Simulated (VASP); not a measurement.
# Ga2H (R-3m) in VASP: single point with PBE

Aim: the single point of Ga2H with PBE.

Program: VASP 6.6.1. These are calculated values, not measurements. Logs are shortened: lines on timing, memory, paths and dates and some standing lists are left out, and cuts for length are marked.

### Step 1. The cell of the first run

It takes space group R-3m (No. 166, trigonal). The conventional cell has a = 6.268 Å, b = 6.268 Å, c = 9.286 Å, α = 90.00°, β = 90.00°, γ = 120.00°. Within 1.9 Å of Ga (site symmetry -3m) lie 2 H at 1.45 Å. Ga (site symmetry 2/m) has 2 H at 2.45 Å and 6 Ga at 3.13 Å within 3.2 Å. Within 1.9 Å of H (site symmetry 3m) lie 1 Ga at 1.45 Å.

### Step 2. Single point, PBE

The input, INCAR:

```
SYSTEM = Ga2H
PREC = Accurate ; ENCUT = 520
EDIFF = 1E-6 ; ISMEAR = 0
SIGMA = 0.1 ; LREAL = .False.
LASPH = .True. ; NELM = 80
ALGO = Normal ; ISIF = 2
LWAVE = .False. ; LCHARG = .False.
GGA = PE ; NBANDS = 36
```

The input, KPOINTS:

```
regular mesh
0
Gamma
  6 6 6
  0 0 0
```

The input, POSCAR:

```
Ga2H
1.0
    3.1337605900      1.8092775200      3.0952806000
   -3.1337605900      1.8092775200      3.0952806000
    0.0000000000     -3.6185550400      3.0952806000
Ga H
4 2
Direct
    0.0000000000      0.0000000000      0.0000000000
    0.5000000000      0.5000000000      0.0000000000
    0.0000000000      0.5000000000      0.5000000000
    0.5000000000      0.0000000000      0.5000000000
    0.8439558500      0.8439558500      0.8439558500
    0.1560441500      0.1560441500      0.1560441500
```

Potentials or basis: VASP PAW PBE potentials, release 64 (Ga_d, H).

Command:

```bash
$ cat potpaw_PBE.64/Ga_d/POTCAR potpaw_PBE.64/H/POTCAR > POTCAR
$ mpirun -np 1 vasp_std > vasp.out
```

OUTCAR:

```text
SYSTEM = Ga2H
   PREC = Accurate
   ENCUT = 520
   EDIFF = 1E-6
   ISMEAR = 0
   LREAL = .False.
   LASPH = .True.
   NELM = 80
   ISIF = 2
   GGA = PE

 ion  position               nearest neighbor table
   1  0.000  0.000  0.000-   5 1.45   6 1.45
   2  0.500  0.500  0.000-
   3  0.000  0.500  0.500-
   4  0.500  0.000  0.500-
   5  0.844  0.844  0.844-   1 1.45
   6  0.156  0.156  0.156-   1 1.45

  LATTYP: Found a trigonal (rhomboedric) cell.
 ALAT       =     4.7617961498
 COS(alpha) =     0.1337963174

  Lattice vectors:

 A1 = (   3.1337605900,   1.8092775200,   3.0952806000)
 A2 = (  -3.1337605900,   1.8092775200,   3.0952806000)
 A3 = (   0.0000000000,  -3.6185550400,   3.0952806000)

Analysis of symmetry for initial positions (statically):
=====================================================================
 Subroutine PRICEL returns:
 Original cell was already a primitive cell.

 Routine SETGRP: Setting up the symmetry group for a
 trigonal (rhombohedral) supercell.

 Subroutine GETGRP returns: Found 12 space group operations
 (whereof 12 operations were pure point group operations)
 out of a pool of 12 trial point group operations.

The static configuration has the point symmetry D_3d.

Analysis of symmetry for dynamics (positions and initial velocities):
=====================================================================
 Subroutine PRICEL returns:
 Original cell was already a primitive cell.

 Routine SETGRP: Setting up the symmetry group for a
 trigonal (rhombohedral) supercell.

 Subroutine GETGRP returns: Found 12 space group operations
 (whereof 12 operations were pure point group operations)
 out of a pool of 12 trial point group operations.

The dynamic configuration has the point symmetry D_3d.

 Subroutine INISYM returns: Found 12 space group operations
 (whereof 12 operations are pure point group operations),
 and found     1 'primitive' translations

----------------------------------------------------------------------------------------

                                     Primitive cell

  volume of cell :     105.2985

  direct lattice vectors                    reciprocal lattice vectors
[... 88 lines left out ...]
   ICHARG =      2    charge: 1-file 2-atom 10-const
   ISPIN  =      1    spin polarized calculation?
   LNONCOLLINEAR =      F non collinear calculations
   LSORBIT =      F    spin-orbit coupling
   LASPH  =      T    aspherical Exc in radial PAW
   ENCUT  =  520.0 eV  38.22 Ry    6.18 a.u.   8.85  8.85  8.85*2*pi/ulx,y,z
   NELM   =     80;   NELMIN=  2; NELMDL= -5     # of ELM steps
   EDIFF  = 0.1E-05   stopping-criterion for ELM
   LREAL  =      F    real-space projection
   EDIFFG = 0.1E-04   stopping-criterion for IOM
   NSW    =      0    number of steps for IOM
   IBRION =     -1    ionic relax: 0-MD 1-quasi-New 2-CG
   NFREE  =      0    steps in history (QN), initial steepest desc. (CG)
   ISIF   =      2    stress and relaxation
   ISYM   =      2    0-nonsym 1-usesym 2-fastsym
   POTIM  = 0.5000    time-step for ionic-motion
   TEBEG  =    0.0;   TEEND  =   0.0 temperature during run
   PSTRESS=    0.0 pullay stress
   NELECT =      54.0000    total number of electrons
   NUPDOWN=      -1.0000    fix difference up-down
   EMIN   =  10.00;   EMAX   =-10.00  energy-range for DOS
   EFERMI =   0.00;   METHOD = LEGACY
   ISMEAR =     0;   SIGMA  =   0.10  broadening in eV -4-tet -1-fermi 0-gaus
   EFERMI_NEDOS =   21; number of points for ismear=-14 and -15
   IALGO  =     38    algorithm
   IMIX   =      4    mixing-type and parameters
     AMIX     =   0.40;   BMIX     =  1.00
     AMIX_MAG =   1.60;   BMIX_MAG =  1.00
  volume/ion in A,a.u.               =      17.55       118.43
  Fermi-wavevector in a.u.,A,eV,Ry     =   1.310384  2.476267 23.362657  1.717107
  Thomas-Fermi vector in A             =   2.440918
   LORBIT       =      0    0 simple, 1 ext, 2 COOP (PROOUT), +10 PAW based schemes
   GGA     = PE    functional components
   LHFCALC =     F    Hartree Fock is set to
   AEXX    =    0.0000 exact exchange contribution
   IVDW    =     0    specifies the selected vdW correction
   LEPSILON=     F    determine dielectric tensor
   LRPA    =     F    only Hartree local field effects (RPA)
 non-spin polarized calculation
 Gauss-broadening in eV      SIGMA  =   0.10
  energy-cutoff  :      520.00
  volume of cell :      105.30
 maximum number of plane-waves:      2862
   NGX = 17   NGY = 17   NGZ = 17

 number of electron      53.9999925 magnetization

 Free energy of the ion-electron system (eV)
  ---------------------------------------------------
  ext. energy  EPLUGINS =         0.00000000
  ---------------------------------------------------
  free energy    TOTEN  =       -15.76639600 eV

  energy without entropy =      -15.75299454  energy(sigma->0) =      -15.75969527

 E-fermi :   3.4097     XC(G=0):  -9.6781

 val. band max:        3.4080457573   @ k =  -0.1667   0.1667   0.1667
 cond. band min:       3.4234138219   @ k =  -0.3333   0.3333   0.1667
 fundamental gap:      0.0153680646
 Fermi energy:         3.4097154981

 k-point     1 :       0.0000    0.0000    0.0000
  band No.  band energies     occupation
      1     -12.3675      2.00000
      2     -11.9700      2.00000
      3     -11.9700      2.00000
      4     -11.9254      2.00000
      5     -11.9254      2.00000
      6     -11.6055      2.00000
[... 925 lines left out ...]
     35       9.5810      0.00000
     36      10.2705      0.00000

 [... further k-points ...]
[... 5 lines left out ...]
  --------------------------------------------------------------------------------------
  -------------------------------------------------------------------------------------
  Total       -3.0320183     -3.0320183      4.8177962      0.0000000     -0.0000000      0.0000000
  in kB      -46.1338953    -46.1338953     73.3055285      0.0000000     -0.0000000      0.0000000
  external PRESSURE =      -6.3207540 kB  Pullay stress =       0.0000000 kB

 VOLUME and BASIS-vectors are now :
 -----------------------------------------------------------------------------
  energy-cutoff  :      520.00
  volume of cell :      105.30
      direct lattice vectors                 reciprocal lattice vectors
     3.133760590  1.809277520  3.095280600     0.159552712  0.092117801  0.107690829
    -3.133760590  1.809277520  3.095280600    -0.159552712  0.092117801  0.107690829
     0.000000000 -3.618555040  3.095280600     0.000000000 -0.184235602  0.107690829

 POSITION                                       TOTAL-FORCE (eV/Angst)
 -----------------------------------------------------------------------------------
      0.00000      0.00000      0.00000         0.000000      0.000000     -0.000000
      0.00000      1.80928      3.09528        -0.000000      0.000000      0.000000
     -1.56688     -0.90464      3.09528         0.000000      0.000000      0.000000
      1.56688     -0.90464      3.09528        -0.000000      0.000000     -0.000000
      0.00000      0.00000      7.83684         0.000000     -0.000000     -2.346747
      0.00000      0.00000      1.44900         0.000000     -0.000000      2.346747
 -----------------------------------------------------------------------------------
    total drift:                               -0.000000     -0.000000      0.000000

  FREE ENERGIE OF THE ION-ELECTRON SYSTEM (eV)
  ---------------------------------------------------
  free  energy   TOTEN  =       -15.7663959964 eV

  energy  without entropy=      -15.7529945357  energy(sigma->0) =      -15.75969527
```

OSZICAR:

```text
N       E                     dE             d eps       ncg     rms          rms(c)
DAV:   1     0.381852893549E+03    0.38185E+03   -0.26533E+04  2380   0.254E+03
DAV:   2     0.347676808437E+02   -0.34709E+03   -0.33815E+03  2376   0.531E+02
DAV:   3    -0.145925008882E+02   -0.49360E+02   -0.48630E+02  2676   0.155E+02
DAV:   4    -0.164369486056E+02   -0.18444E+01   -0.18309E+01  2640   0.313E+01
DAV:   5    -0.164755173961E+02   -0.38569E-01   -0.38544E-01  2800   0.488E+00    0.467E+00
DAV:   6    -0.158752170307E+02    0.60030E+00   -0.60882E-01  3108   0.652E+00    0.232E+00
DAV:   7    -0.157580410096E+02    0.11718E+00   -0.68235E-01  2560   0.401E+00    0.429E-01
DAV:   8    -0.157655841414E+02   -0.75431E-02   -0.16143E-01  2500   0.244E+00    0.248E-01
DAV:   9    -0.157661833598E+02   -0.59922E-03   -0.69458E-03  2776   0.622E-01    0.889E-02
DAV:  10    -0.157663621915E+02   -0.17883E-03   -0.89861E-04  2504   0.249E-01    0.286E-02
DAV:  11    -0.157663909078E+02   -0.28716E-04   -0.95097E-05  2980   0.782E-02    0.110E-02
DAV:  12    -0.157663968557E+02   -0.59478E-05   -0.13964E-05  2556   0.300E-02    0.446E-03
DAV:  13    -0.157663959964E+02    0.85926E-06   -0.29936E-06  2096   0.190E-02
   1 F= -.15766396E+02 E0= -.15759695E+02  d E =-.134015E-01
```

Run time: 64 s. Hardware: 1 thread of Intel Xeon Platinum 8375C at 2.90GHz (Ice Lake), shared host; peak memory 0.25 GiB.

Results:

```
Free energy            : -15.7664 eV
Pressure               : -0.6 GPa
Largest force          : 2.347 eV/Å
Band gap on the k mesh : zero (band 27 reaches 3.95 eV, above the bottom of band 28 at 0.61 eV)
```

Forces in eV/Å, atoms in the order of the input:
```
Ga   0.000  0.000  0.000
Ga   0.000  0.000  0.000
Ga   0.000  0.000  0.000
Ga   0.000  0.000  0.000
H    0.000  0.000 -2.347
H    0.000  0.000  2.347
```

Stress tensor (GPa, compression positive):
```
-4.61  0.00  0.00
 0.00 -4.61  0.00
 0.00  0.00  7.33
```

Levels at points of the mesh, in eV from the Fermi level:
```
           k point  band 24  band 25  band 26  band 27  band 28  band 29  band 30  band 31
(0.00, 0.00, 0.00)    -3.23    -3.23    -1.92    -1.92    -0.09     2.38     2.57     2.57
(0.50, 0.00, 0.00)    -3.96    -3.16    -1.26    -0.12     0.34     1.26     1.43     2.43
(0.50, 0.50, 0.00)    -5.46    -3.84    -0.53     0.42     0.94     1.33     1.68     2.01
(0.50, 0.50, 0.50)    -4.39    -4.39    -2.86    -2.86    -2.80     2.04     4.87     5.64
```

Caveat: forces of over 1 eV/Å act on the atoms, so gaps and moduli don't describe the material at rest.
